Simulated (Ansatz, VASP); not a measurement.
# Two plane-wave programs on CdSe

Contents of POSCAR:

```
CdSe
1.0
    0.0000000000      3.0677809647      3.0677809647
    3.1647228432      0.0000000000      3.0677809647
    3.1647228432      3.0677809647      0.0000000000
Cd Se
1 1
Direct
    0.0000000000      0.0000000000      0.0000000000
    0.2500000000      0.2500000000      0.2500000000
```

File INCAR.step1:

```
SYSTEM = CdSe
  ALGO = Normal
  EDIFF = 1E-4
  ENCUT = 520
  GGA = PE
  ISMEAR = 0
  LASPH = .True.
  LCHARG = .False.
  LREAL = .False.
  LWAVE = .True.
  NBANDS = 16
  NELM = 80
  PREC = Accurate
  SIGMA = 0.01
```

INCAR.step2

```
SYSTEM = CdSe
  ALGO = Normal
  EDIFF = 1E-7
  ENCUT = 520
  ISIF = 2
  ISMEAR = 0
  ISTART = 1
  LASPH = .True.
  LCHARG = .True.
  LELF = .True.
  LMIXTAU = .True.
  LREAL = .False.
  LVHAR = .True.
  LWAVE = .False.
  METAGGA = R2SCAN
  NBANDS = 16
  NELM = 80
  PREC = Accurate
  SIGMA = 0.01
```

Contents of KPOINTS:

```
k-points
0
Gamma
  8 8 8
  0 0 0
```

Input for Ansatz:

```yaml
crystal:
  lattice:
    - [0.0, 3.0677809647, 3.0677809647]
    - [3.1647228432, 0.0, 3.0677809647]
    - [3.1647228432, 3.0677809647, 0.0]
  atoms:
    - { symbol: Cd, position: [0.0, 0.0, 0.0] }
    - { symbol: Se, position: [0.25, 0.25, 0.25] }
kpoints:
  mp_grid: { grid: [8, 8, 8] }
  band_path:
    path:
      - [0.0, 0.0, 0.0]
      - [-0.5, -0.5, 0.0]
      - [-0.375, -0.375, 0.25]
      - [-0.375, 0.0, 0.375]
      - [0.0, 0.0, 0.5]
      - [-0.5, -0.25, 0.25]
    npoints: 1
hamiltonian:
  xc: r2scan
scf:
  occupations: { method: fixed }
  n_extra_bands: 4
output:
  forces: true
  stress: true
  eigenvalues: true
```

Change from the starting cell: uniaxial_x strain +3.2%.

Alike in both runs: task single point; functional r2SCAN; k mesh 8 × 8 × 8; no spin polarisation.

```csv
,VASP,Ansatz
version,VASP 6.6.1,Ansatz 0.2.0
potentials or method,"VASP PAW PBE potentials, release 64 (Cd, Se)","plane waves, PAW"
plane-wave cutoff (eV),520,500
occupations,"gaussian, width 0.01 eV",fixed
valence electrons in the cell,18,36
```

|  | VASP | Ansatz | Ansatz less VASP |
| --- | --- | --- | --- |
| gap on the k mesh at the Fermi level (eV) | 0.92 | 0.93 | +0.011 |
| pressure (GPa) | -1.4 | -1.6 | -0.21 |
| traceless stress, the component that is largest in VASP (GPa) | -0.41 | -0.41 | -0.004 |

VASP's potentials were made for PBE, not for r2SCAN. VASP's potentials hold 18 valence electrons a cell and Ansatz's 36, so a difference there can come from the potentials and not from the codes.
